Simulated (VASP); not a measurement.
# Sn8O in VASP: a series of runs, part 2 of 2

VASP 6.6.1. The steps go on from the part before.

### Step 3. Single point, PBEsol

INCAR

```
PREC = Accurate
ENCUT = 520
EDIFF = 1E-7
ISMEAR = 0
SIGMA = 0.1
LREAL = F
LASPH = T
NELM = 100
ALGO = Normal
ISIF = 2
LWAVE = F
LCHARG = T
LDIPOL = T
IDIPOL = 3
DIPOL = 0.5 0.5 0.472
GGA = PS
LELF = T
LVHAR = T
LVACPOTAV = T
NBANDS = 69
```

KPOINTS

```
regular mesh
0
Gamma
  6 5 1
```

POSCAR

```
Sn8O
1.0
    4.6255804186      0.0000000000      0.0000000000
    0.0000000000      6.5415585618      0.0000000000
    0.0000000000      0.0000000000     25.9383706279
Sn O
8 1
Direct
    0.5000000000      0.0000000000      0.3276998437
    0.0000000000      0.2500000000      0.3276998437
    0.0000000000      0.5000000000      0.4168646660
    0.5000000000      0.7500000000      0.4168646660
    0.5000000000     -0.0008212281      0.5077593930
    0.0000000000      0.2508212281      0.5077593930
    0.0000000000      0.5006201598      0.5966396219
    0.5000000000      0.7493798402      0.5966396219
    0.0000000000      1.0006201598      0.5486495218
```

Potentials or basis: VASP PAW PBE potentials, release 64 (Sn_d, O).

Command:

```sh
$ cat potpaw_PBE.64/Sn_d/POTCAR potpaw_PBE.64/O/POTCAR > POTCAR
$ mpirun -np 1 vasp_std > vasp.out
```

OUTCAR:

```text
PREC = Accurate
   ENCUT = 520
   EDIFF = 1E-7
   ISMEAR = 0
   LREAL = F
   LASPH = T
   NELM = 100
   ISIF = 2
   GGA = PS

 ion  position               nearest neighbor table
   1  0.500  0.000  0.328-   4 2.83   2 2.83   2 2.83
   2  0.000  0.250  0.328-   3 2.83   1 2.83   1 2.83
   3  0.000  0.500  0.417-   2 2.83   4 2.83   4 2.83   6 2.87
   4  0.500  0.750  0.417-   1 2.83   3 2.83   3 2.83   5 2.87
   5  0.500  0.999  0.508-   9 2.54   9 2.54   8 2.83   6 2.84   6 2.84   4 2.87
   6  0.000  0.251  0.508-   9 1.95   7 2.83   5 2.84   5 2.84   3 2.87
[... 1073 lines left out ...]
  in kB        3.9570581      6.8218805      3.6376992      0.0000000     -2.6114604      0.0000000
  external PRESSURE =       4.8055459 kB  Pullay stress =       0.0000000 kB

 VOLUME and BASIS-vectors are now :
 -----------------------------------------------------------------------------
  energy-cutoff  :      520.00
  volume of cell :      784.86
      direct lattice vectors                 reciprocal lattice vectors
     4.625580419  0.000000000  0.000000000     0.216189085  0.000000000  0.000000000
     0.000000000  6.541558562  0.000000000     0.000000000  0.152868768  0.000000000
     0.000000000  0.000000000 25.938370628     0.000000000  0.000000000  0.038552923

 POSITION                                       TOTAL-FORCE (eV/Angst)
 -----------------------------------------------------------------------------------
      2.31279      0.00000      8.50000         0.000000      0.110774      0.050255
      0.00000      1.63539      8.50000         0.000000     -0.048929     -0.253968
      0.00000      3.27078     10.81279         0.000000     -0.100496     -0.194497
      2.31279      4.90617     10.81279         0.000000     -0.007056      0.059014
      2.31279      6.53619     13.17045         0.000000     -0.759634      0.402815
      0.00000      1.64076     13.17045         0.000000      2.152362     -0.370865
      0.00000      3.27484     15.47586         0.000000      0.258105      0.212399
      2.31279      4.90211     15.47586         0.000000     -0.109908      0.042222
      0.00000      0.00406     14.23107         0.000000     -1.495218      0.052623
 -----------------------------------------------------------------------------------
    total drift:                                0.000000      0.000126     -0.000908

  FREE ENERGIE OF THE ION-ELECTRON SYSTEM (eV)
  ---------------------------------------------------
  free  energy   TOTEN  =       -36.1006592486 eV

  energy  without entropy=      -36.0538736574  energy(sigma->0) =      -36.07726645

 vacuum level on the upper side and lower side of the slab         3.362         3.451
```

stdout:

```text
POSCAR found type information on POSCAR SnO
 POSCAR found :  2 types and       9 ions
 scaLAPACK will be used
 -----------------------------------------------------------------------------
|                                                                             |
[... 23 lines left out ...]
|     field-free region was found. Please increase the size of  your cell     |
|     in the dimension of the dipole correction to obtain accurate            |
|     workfunction values.                                                    |
|                                                                             |
 -----------------------------------------------------------------------------
```

Run time: 16 min. Hardware: 1 thread of AMD EPYC 9R45 (Zen 5), shared host; peak memory 0.92 GiB.

What came out:

```
Free energy            : -36.1007 eV
Largest force          : 2.184 eV/Å
Band gap on the k mesh : zero (bands 59 and 60 overlap by 0.11 eV)
```

Forces on the atoms (eV/Å):
```
Sn   0.000  0.111  0.050
Sn   0.000 -0.049 -0.254
Sn   0.000 -0.100 -0.194
Sn   0.000 -0.007  0.059
Sn   0.000 -0.760  0.403
Sn   0.000  2.152 -0.371
Sn   0.000  0.258  0.212
Sn   0.000 -0.110  0.042
O    0.000 -1.495  0.053
```

Levels at points of the mesh, in eV from the Fermi level:
```
           k point  band 57  band 58  band 59  band 60  band 61  band 62
(0.00, 0.00, 0.00)    -0.66    -0.33     0.00     0.73     0.85     1.23
(0.50, 0.00, 0.00)    -0.64    -0.46    -0.32     0.03     0.21     0.35
```

Caveat: the PAW data sets were made with another functional, which shifts forces and pressure a little; spin-orbit coupling is left out, which moves the levels of the heavy elements.

### Step 4. Single point, PBEsol

INCAR

```
PREC = Accurate
ENCUT = 520
EDIFF = 1E-6
ISMEAR = 0
SIGMA = 0.1
LREAL = False
LASPH = True
NELM = 60
ALGO = Normal
ISIF = 2
LWAVE = False
LCHARG = False
LDIPOL = True
IDIPOL = 3
DIPOL = 0.5 0.5 0.476
GGA = PS
NBANDS = 69
```

KPOINTS

```
Automatic mesh
0
Gamma
  6 5 1
```

POSCAR, as its differences from that of step 3:

```diff
@@ -16,2 +16,2 @@
     0.5000000000      0.7493798402      0.5966396219
-    0.0000000000      1.0006201598      0.5486495218
+    0.0000000000      1.1672868265      0.5875382308
```

Command:

```sh
$ cat potpaw_PBE.64/Sn_d/POTCAR potpaw_PBE.64/O/POTCAR > POTCAR
$ mpirun -np 1 vasp_std > vasp.out
```

Run time: 40 min. Hardware: 1 thread of Intel Xeon 8259CL, shared host; peak memory 0.97 GiB.

The run converged. Its results:

```yaml
Free_energy: -36.9337 eV
Largest_force: 1.834 eV/Å
Band_gap_on_the_k_mesh: zero (bands 59 and 60 overlap by 0.31 eV)
```

Forces in eV/Å, atoms in the order of the input:
```
Sn   0.000  0.048  0.157
Sn   0.000  0.037 -0.102
Sn   0.000 -0.066 -0.161
Sn   0.000  0.160 -0.001
Sn   0.000 -0.043 -0.421
Sn   0.000 -0.946  0.128
Sn   0.000 -0.996 -0.024
Sn   0.000 -0.028  0.378
O    0.000  1.834  0.045
```

Levels at points of the mesh, in eV from the Fermi level:
| k point | band 56 | band 57 | band 58 | band 59 | band 60 | band 61 | band 62 | band 63 |
| --- | --- | --- | --- | --- | --- | --- | --- | --- |
| (0.00, 0.00, 0.00) | -1.07 | -0.56 | -0.44 | 0.12 | 0.24 | 1.11 | 1.30 | 1.43 |
| (0.50, 0.00, 0.00) | -1.58 | -1.28 | -0.41 | -0.37 | 0.20 | 0.39 | 1.05 | 1.66 |

Caveat: the PAW data sets were made with another functional, which shifts forces and pressure a little; spin-orbit coupling is left out, which moves the levels of the heavy elements.

### Step 5. Summary

| cell | gap on the mesh (eV) | largest force (eV/Å) |
| --- | --- | --- |
| as given, atomic positions A | none | 0.81 |
| as given, atomic positions B | none | 2.18 |
| as given, atomic positions C | none | 1.83 |

Alike in all rows: task single point; level PBEsol; potentials or basis VASP PAW PBE potentials, release 64 (Sn_d, O); no spin polarisation; k mesh 6 × 5 × 1; cutoff (eV) 520; smearing gaussian 0.1 eV.

Caveats: the PAW data sets were made with another functional, which shifts forces and pressure a little; spin-orbit coupling is left out, which moves the levels of the heavy elements.

Absolute energies hang on the potentials; compare differences alone.
